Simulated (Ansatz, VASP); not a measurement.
# Pt: VASP beside Ansatz

```
Pt
1.0
     0.00000    1.94682    1.94682
     1.94682    0.00000    1.94682
     1.94682    1.94682    0.00000
Pt
1
Direct
  0.00000 0.00000 0.00000
```

Alike in both runs: task relaxation of cell and atoms; functional LDA; k mesh 18 × 18 × 18; occupations fermi-dirac, width 0.15 eV; no spin polarisation.

|  | VASP | Ansatz |
| --- | --- | --- |
| version | VASP 6.6.1 | Ansatz 0.2.0 |
| potentials or method | VASP PAW LDA potentials, release 64 (Pt), cutoff 600 eV | scalar-relativistic, plane waves, PAW |
| valence electrons in the cell | 10 | 18 |

VASP gave:

| Item | Value |
| --- | --- |
| gap on the k mesh at the Fermi level, each at its own relaxed structure (eV) | none |
| relaxed volume (Å³/atom) | 14.84 |
| relaxed cell length with the largest relative difference (Å) | 2.758 |

Problem. What did Ansatz give for the same quantities?

Solution. gap on the k mesh at the Fermi level, each at its own relaxed structure (eV): none; relaxed volume (Å³/atom): 14.80; relaxed cell length with the largest relative difference (Å): 2.756.

Ansatz warns that its potentials were made for another functional, while VASP's fit it. LDA's correlation is that of Perdew and Zunger in VASP and of Perdew and Wang (1992) in Ansatz. A gap of «none» marks a metal or a gap that the smearing closes. VASP's potentials hold 10 valence electrons a cell and Ansatz's 18, so a difference there can come from the potentials and not from the codes.

Spin-orbit coupling is off throughout.
